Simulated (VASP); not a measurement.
# Al3O in VASP: relaxation of the atoms with PBE

Aim: the relaxation of the atoms of Al3O with PBE.

Everything below comes from runs of VASP 6.6.1. Logs are shortened: lines on timing, memory, paths and dates and some standing lists are left out, and cuts for length are marked.

## (1) The cell of the first run

The cell holds a slab with vacuum, 4 atoms: a = 2.857 Å, b = 2.857 Å, c = 19.675 Å, α = 90.00°, β = 90.00°, γ = 90.00°.

## (2) Relaxation of the atoms, PBE

File INCAR:

```
SYSTEM = Al3O
ALGO = Normal
DIPOL = 0.5 0.5 0.355
EDIFF = 1E-6
EDIFFG = -0.025
ENCUT = 520
GGA = PE
IBRION = 2
IDIPOL = 3
ISIF = 2
ISMEAR = 0
LASPH = .True.
LCHARG = .False.
LDIPOL = .True.
LREAL = .False.
LWAVE = .False.
NELM = 60
NSW = 36
PREC = Accurate
SIGMA = 0.1
```

File KPOINTS:

```
k-points
0
Gamma
  9 9 1
  0 0 0
```

File POSCAR:

```
Al3O
1.0
    2.8567582918      0.0000000000      0.0000000000
    0.0000000000      2.8567582918      0.0000000000
    0.0000000000      0.0000000000     19.6746954317
Al O
3 1
Selective dynamics
Direct
    0.5000000000      0.5000000000      0.2033068321  F F F
    0.0000000000      0.0000000000      0.3092728609  F F F
    0.5000000000      0.5000000000      0.4154928578  F F F
    0.6666666667      0.6666666667      0.4931707352  F F T
```

Potentials or basis: VASP PAW PBE potentials, release 64 (Al, O).

On the command line:

```
> cat potpaw_PBE.64/Al/POTCAR potpaw_PBE.64/O/POTCAR > POTCAR
> mpirun -np 1 vasp_std > vasp.out
```

OUTCAR:

```text
SYSTEM = Al3O
   EDIFF = 1E-6
   EDIFFG = -0.025
   ENCUT = 520
   GGA = PE
   IBRION = 2
   ISIF = 2
   ISMEAR = 0
   LASPH = .True.
   LREAL = .False.
   NELM = 60
   NSW = 36
   PREC = Accurate

 ion  position               nearest neighbor table
   1  0.500  0.500  0.203-   2 2.90   2 2.90   2 2.90   2 2.90
   2  0.000  0.000  0.309-   1 2.90   1 2.90   1 2.90   1 2.90   3 2.91   3 2.91   3 2.91   3 2.91

   3  0.500  0.500  0.415-   4 1.67   2 2.91   2 2.91   2 2.91   2 2.91
   4  0.667  0.667  0.493-   3 1.67

  LATTYP: Found a simple tetragonal cell.
 ALAT       =     2.8567582918
 C/A-ratio  =     6.8870703861

  Lattice vectors:

 A1 = (   2.8567582918,   0.0000000000,   0.0000000000)
 A2 = (   0.0000000000,   2.8567582918,   0.0000000000)
 A3 = (   0.0000000000,   0.0000000000,  19.6746954317)

Analysis of symmetry for initial positions (statically):
=====================================================================
 Subroutine PRICEL returns:
 Original cell was already a primitive cell.

 Routine SETGRP: Setting up the symmetry group for a
 simple tetragonal supercell.

 Subroutine GETGRP returns: Found  2 space group operations
 (whereof  2 operations were pure point group operations)
 out of a pool of 16 trial point group operations.

The static configuration has the point symmetry C_1h.

Analysis of symmetry for dynamics (positions and initial velocities):
=====================================================================
 Subroutine PRICEL returns:
 Original cell was already a primitive cell.

 Routine SETGRP: Setting up the symmetry group for a
 simple tetragonal supercell.

 Subroutine GETGRP returns: Found  2 space group operations
 (whereof  2 operations were pure point group operations)
 out of a pool of 16 trial point group operations.

The dynamic configuration has the point symmetry C_1h.

Analysis of constrained symmetry for selective dynamics:
=====================================================================
 Subroutine PRICEL returns:
 Original cell was already a primitive cell.

 Routine SETGRP: Setting up the symmetry group for a
 simple tetragonal supercell.

 Subroutine GETGRP returns: Found  2 space group operations
 (whereof  2 operations were pure point group operations)
 out of a pool of 16 trial point group operations.

The constrained configuration has the point symmetry C_1h.

 Subroutine INISYM returns: Found  2 space group operations
 (whereof  2 operations are pure point group operations),
 and found     1 'primitive' translations

----------------------------------------------------------------------------------------

                                     Primitive cell

  volume of cell :     160.5665

  direct lattice vectors                    reciprocal lattice vectors
     2.856758292  0.000000000  0.000000000     0.350047116  0.000000000  0.000000000
     0.000000000  2.856758292  0.000000000     0.000000000  0.350047116  0.000000000
     0.000000000  0.000000000 19.674695432     0.000000000  0.000000000  0.050826708

  length of vectors
     2.856758292  2.856758292 19.674695432     0.350047116  0.350047116  0.050826708

  position of ions in fractional coordinates (direct lattice)
     0.500000000  0.500000000  0.203306832
     0.000000000  0.000000000  0.309272861
     0.500000000  0.500000000  0.415492858
     0.666666667  0.666666667  0.493170735

  ion indices of the primitive-cell ions
   primitive index   ion index
                 1           1
                 2           2
                 3           3
                 4           4

----------------------------------------------------------------------------------------

 KPOINTS: k-points

Automatic generation of k-mesh.
 Grid dimensions read from file:
 generate k-points for:    9    9    1

 Generating k-lattice:

  Cartesian coordinates                     Fractional coordinates (reciprocal lattice)
     0.038894124  0.000000000  0.000000000     0.111111111  0.000000000  0.000000000
     0.000000000  0.038894124  0.000000000     0.000000000  0.111111111  0.000000000
     0.000000000  0.000000000  0.050826708     0.000000000  0.000000000  1.000000000

  Length of vectors
     0.038894124  0.038894124  0.050826708

  Shift w.r.t. Gamma in fractional coordinates (k-lattice)
     0.000000000  0.000000000  0.000000000

 Subroutine IBZKPT returns following result:
 ===========================================

 Found     25 irreducible k-points:

 Following reciprocal coordinates:
            Coordinates               Weight
  0.000000  0.000000  0.000000      1.000000
  0.111111  0.000000  0.000000      4.000000
  0.222222  0.000000  0.000000      4.000000
  0.333333  0.000000  0.000000      4.000000
  0.444444  0.000000  0.000000      4.000000
  0.111111  0.111111  0.000000      2.000000
[... 16 lines left out ...]
 -0.333333  0.444444  0.000000      4.000000
  0.444444  0.444444  0.000000      2.000000
   k-points           NKPTS =     25   k-points in BZ     NKDIM =     25   number of bands    NBANDS=     11
   number of dos      NEDOS =    301   number of ions     NIONS =      4
   total plane-waves  NPLWV =  86400
   dimension x,y,z NGX =    24 NGY =   24 NGZ =  150
   dimension x,y,z NGXF=    48 NGYF=   48 NGZF=  300
   ions per type =               3   1
   NGX,Y,Z   is equivalent  to a cutoff of  13.97, 13.97, 12.67 a.u.
   NGXF,Y,Z  is equivalent  to a cutoff of  27.93, 27.93, 25.35 a.u.
 SYSTEM =  Al3O
   PREC   = accura    normal or accurate (medium, high low for compatibility)
   ISTART =      0    job   : 0-new  1-cont  2-samecut
   ICHARG =      2    charge: 1-file 2-atom 10-const
   ISPIN  =      1    spin polarized calculation?
   LNONCOLLINEAR =      F non collinear calculations
   LSORBIT =      F    spin-orbit coupling
   LASPH  =      T    aspherical Exc in radial PAW
   ENCUT  =  520.0 eV  38.22 Ry    6.18 a.u.   5.31  5.31 36.58*2*pi/ulx,y,z
   NELM   =     60;   NELMIN=  2; NELMDL= -5     # of ELM steps
   EDIFF  = 0.1E-05   stopping-criterion for ELM
   LREAL  =      F    real-space projection
   EDIFFG = -.3E-01   stopping-criterion for IOM
   NSW    =     36    number of steps for IOM
   IBRION =      2    ionic relax: 0-MD 1-quasi-New 2-CG
   NFREE  =      1    steps in history (QN), initial steepest desc. (CG)
   ISIF   =      2    stress and relaxation
   ISYM   =      2    0-nonsym 1-usesym 2-fastsym
   POTIM  = 0.5000    time-step for ionic-motion
   TEBEG  =    0.0;   TEEND  =   0.0 temperature during run
   PSTRESS=    0.0 pullay stress
   NELECT =      15.0000    total number of electrons
   NUPDOWN=      -1.0000    fix difference up-down
   EMIN   =  10.00;   EMAX   =-10.00  energy-range for DOS
   EFERMI =   0.00;   METHOD = LEGACY
   ISMEAR =     0;   SIGMA  =   0.10  broadening in eV -4-tet -1-fermi 0-gaus
   EFERMI_NEDOS =   21; number of points for ismear=-14 and -15
   IALGO  =     38    algorithm
   IMIX   =      4    mixing-type and parameters
     AMIX     =   0.40;   BMIX     =  1.00
     AMIX_MAG =   1.60;   BMIX_MAG =  1.00
  volume/ion in A,a.u.               =      40.14       270.89
  Fermi-wavevector in a.u.,A,eV,Ry     =   0.742826  1.403737  7.507559  0.551790
  Thomas-Fermi vector in A             =   1.837796
   LORBIT       =      0    0 simple, 1 ext, 2 COOP (PROOUT), +10 PAW based schemes
   GGA     = PE    functional components
   LHFCALC =     F    Hartree Fock is set to
   AEXX    =    0.0000 exact exchange contribution
   IVDW    =     0    specifies the selected vdW correction
   LEPSILON=     F    determine dielectric tensor
   LRPA    =     F    only Hartree local field effects (RPA)
 conjugate gradient relaxation of ions
 non-spin polarized calculation
 Gauss-broadening in eV      SIGMA  =   0.10
  energy-cutoff  :      520.00
  volume of cell :      160.57
 maximum number of plane-waves:      4361
 NGX is ok and might be reduce to    24
   NGX = 11   NGY = 11   NGZ = 73

 dipolmoment           0.000000      0.000000     -0.015892 electrons x Angstroem

--------------------------------------- Ionic step        1  -------------------------------------------

 number of electron      15.0000005 magnetization

 Free energy of the ion-electron system (eV)
  ---------------------------------------------------
  ext. energy  EPLUGINS =         0.00000000
  ---------------------------------------------------
  free energy    TOTEN  =       -16.13229272 eV

  energy without entropy =      -16.12027315  energy(sigma->0) =      -16.12628293

------------------------ aborting loop because EDIFF is reached ----------------------------------------

  FORCE on cell =-STRESS in cart. coord.  units (eV):
  Direction    XX          YY          ZZ          XY          YZ          ZX
  --------------------------------------------------------------------------------------
  -------------------------------------------------------------------------------------
  Total       -0.9229458     -0.9229458     -0.7390654      0.7276857      1.0951685      1.0951685
  in kB       -9.2094096     -9.2094096     -7.3745994      7.2610500     10.9278955     10.9278954
  external PRESSURE =      -8.5978062 kB  Pullay stress =       0.0000000 kB
[... 63 lines left out ...]
--------------------------------------- Ionic step        3  -------------------------------------------

 number of electron      15.0000002 magnetization

 dipolmoment           0.000000      0.000000      0.237057 electrons x Angstroem

 Free energy of the ion-electron system (eV)
  ---------------------------------------------------
  ext. energy  EPLUGINS =         0.00000000
  ---------------------------------------------------
  free energy    TOTEN  =       -16.13844085 eV

  energy without entropy =      -16.12533857  energy(sigma->0) =      -16.13188971

 E-fermi :  -2.0824     XC(G=0):  -4.5875

 val. band max:       -2.1039151001   @ k =   0.1111   0.0000   0.0000
 cond. band min:      -2.0272615697   @ k =   0.2222   0.0000   0.0000
 fundamental gap:      0.0766535304
 Fermi energy:        -2.0823857497

 k-point     1 :       0.0000    0.0000    0.0000
  band No.  band energies     occupation
      1     -18.8573      2.00000
      2     -12.1948      2.00000
      3      -9.7546      2.00000
      4      -6.2902      2.00000
      5      -4.0091      2.00000
      6      -2.1647      1.75563
      7      -2.1137      1.34183
      8      -1.1326      0.00000
      9       1.6127      0.00000
     10       3.1935      0.00000
     11       4.1538      0.00000
[... 309 lines left out ...]
 k-point    24 :       0.4444    0.4444    0.0000
  band No.  band energies     occupation
      1     -18.0265      2.00000
      2      -5.4153      2.00000
      3      -4.5424      2.00000
      4      -4.3340      2.00000
      5      -3.8014      2.00000
      6      -3.6750      2.00000
      7      -2.6506      2.00000
      8      -2.3338      1.99962
      9      -1.3902      0.00000
     10      -1.1871      0.00000
     11      -0.2224      0.00000

 [... further k-points ...]

------------------------ aborting loop because EDIFF is reached ----------------------------------------

 vacuum level on the upper side and lower side of the slab       (xc-potential included)         2.438        -2.706

  FORCE on cell =-STRESS in cart. coord.  units (eV):
  Direction    XX          YY          ZZ          XY          YZ          ZX
  --------------------------------------------------------------------------------------
  -------------------------------------------------------------------------------------
  Total       -0.8036575     -0.8036575      0.1169493      0.8309265      1.3753242      1.3753242
  in kB       -8.0191175     -8.0191175      1.1669521      8.2912154     13.7233664     13.7233663
  external PRESSURE =      -4.9570943 kB  Pullay stress =       0.0000000 kB
[... 19 lines left out ...]
  FREE ENERGIE OF THE ION-ELECTRON SYSTEM (eV)
  ---------------------------------------------------
  free  energy   TOTEN  =       -16.1384408504 eV

  energy  without entropy=      -16.1253385735  energy(sigma->0) =      -16.13188971

 reached required accuracy - stopping structural energy minimisation

 vacuum level on the upper side and lower side of the slab         7.366         2.079
```

Wall time 3 min (1 thread of Intel Xeon Platinum 8375C at 2.90GHz (Ice Lake), shared host); peak memory 0.29 GiB.

Results:

```yaml
Free_energy: -16.1384 eV
Energy_gained_by_relaxing: 1.5 meV/atom
Ionic_steps: 3
Band_gap_on_the_k_mesh: zero (an odd number of electrons rules out a gap without spin polarisation)
```

Step by step:
| step | energy change (eV) | largest force on free atoms (eV/Å) | pressure (GPa) |
| --- | --- | --- | --- |
| 1 | 0.0000 | 0.5367 | -0.86 |
| 2 | -0.0060 | 0.0859 | -0.44 |
| 3 | -0.0061 | 0.0008 | -0.50 |

Final structure:
```
Al O
1.0
     2.85676    0.00000    0.00000
     0.00000    2.85676    0.00000
     0.00000    0.00000   19.67470
Al O
3 1
Direct
  0.50000 0.50000 0.20331
  0.00000 0.00000 0.30927
  0.50000 0.50000 0.41549
  0.66667 0.66667 0.49203
```

Caveat: an odd number of electrons without spin polarisation forces a metal; a magnetic or distorted state may lie lower.
